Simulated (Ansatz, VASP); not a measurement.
## One calculation of GaN, two programs

```
CELL_PARAMETERS angstrom
3.18310 0.00000 0.00000
-1.59155 2.75664 0.00000
0.00000 0.00000 5.18358
ATOMIC_POSITIONS crystal
Ga 0.66667 0.33333 0.49911
Ga 0.33333 0.66667 0.99911
N 0.66667 0.33333 0.87589
N 0.33333 0.66667 0.37589
```

Alike in both runs: task single point; functional r2SCAN; k mesh 12 × 12 × 6; occupations gaussian, width 0.02 eV; no spin polarisation.

|  | VASP | Ansatz |
| --- | --- | --- |
| version | VASP 6.6.1 | Ansatz 0.2.0 |
| potentials or method | VASP PAW PBE potentials, release 64 (Ga_d, N), cutoff 520 eV | scalar-relativistic, plane waves, PAW |
| valence electrons in the cell | 36 | 36 |

Ansatz gave:

- gap on the k mesh at the Fermi level (eV): 2.35
- least direct gap on the mesh (eV): 2.35
- pressure (GPa): 0.0
- traceless stress, the component that is largest in VASP (GPa): 0.00
- rms of the force components (eV/Å): 0.000

Question: Which values does VASP return?

Answer: gap on the k mesh at the Fermi level (eV): 2.34; least direct gap on the mesh (eV): 2.34; pressure (GPa): 1.1; traceless stress, the component that is largest in VASP (GPa): -0.09; rms of the force components (eV/Å): 0.003.

VASP's potentials were made for PBE, not for r2SCAN. Atom by atom the forces differ by 0.003 eV/Å (rms over components).
